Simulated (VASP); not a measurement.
Write the native input for VASP 6.6.1 that does the following.

```yaml
Task: electric field gradients
Functional: RPBE
Potentials_or_basis: VASP PAW PBE potentials, release 64 (Si, O)
Cutoff: 520 eV
k_mesh: 5 × 5 × 4
Occupations: fermi-dirac, width 0.02 eV
Spin: no spin polarisation
Dipole_correction: no
Further_INCAR_settings: ALGO = Normal; EDIFF = 1e-08; NBANDS = 44
```

The structure of SiO2 (Cristobalite) lies in POSCAR:

```
SiO2
1.0
    4.9717000000      0.0000000000      0.0000000000
    0.0000000000      4.9717000000      0.0000000000
    0.0000000000      0.0000000000      6.9223000000
Si O
4 8
Direct
    0.3002800000      0.3002800000      0.0000000000
    0.1997200000      0.8002800000      0.2500000000
    0.6997200000      0.6997200000      0.5000000000
    0.8002800000      0.1997200000      0.7500000000
    0.2392000000      0.1044000000      0.1787000000
    0.3956000000      0.7392000000      0.4287000000
    0.7608000000      0.8956000000      0.6787000000
    0.6044000000      0.2608000000      0.9287000000
    0.7392000000      0.3956000000      0.5713000000
    0.8956000000      0.7608000000      0.3213000000
    0.2608000000      0.6044000000      0.0713000000
    0.1044000000      0.2392000000      0.8213000000
```

One way to write it, as run:

INCAR

```
ALGO = Normal ; EDIFF = 1E-8
ENCUT = 520 ; GGA = RP
ISIF = 2 ; ISMEAR = -1
LASPH = True ; LCHARG = False
LEFG = True ; LREAL = False
LWAVE = False ; NBANDS = 44
NELM = 80 ; PREC = Accurate
SIGMA = 0.02
```

KPOINTS

```
k-points
0
Gamma
  5 5 4
```

Potentials or basis: VASP PAW PBE potentials, release 64 (Si, O).

Command:

```sh
$ cat potpaw_PBE.64/Si/POTCAR potpaw_PBE.64/O/POTCAR > POTCAR
$ mpirun -np 1 vasp_std > vasp.out
```

It gave:

| Item | Value |
| --- | --- |
| Pressure | 10.2 GPa |
| Largest force | 0.576 eV/Å |
| Band gap on the k mesh | 6.01 eV, direct |

Caveat: without QUAD_EFG the Cq values of the log hold for a quadrupole moment of 1 mb, not for the nuclei; the PAW data sets were made with another functional, which shifts forces and pressure a little.

Wall time 2.4 min on 1 thread of Intel(R) Xeon(R) Platinum 8488C (Sapphire Rapids), with other jobs on the host, peak memory 0.3 GiB.
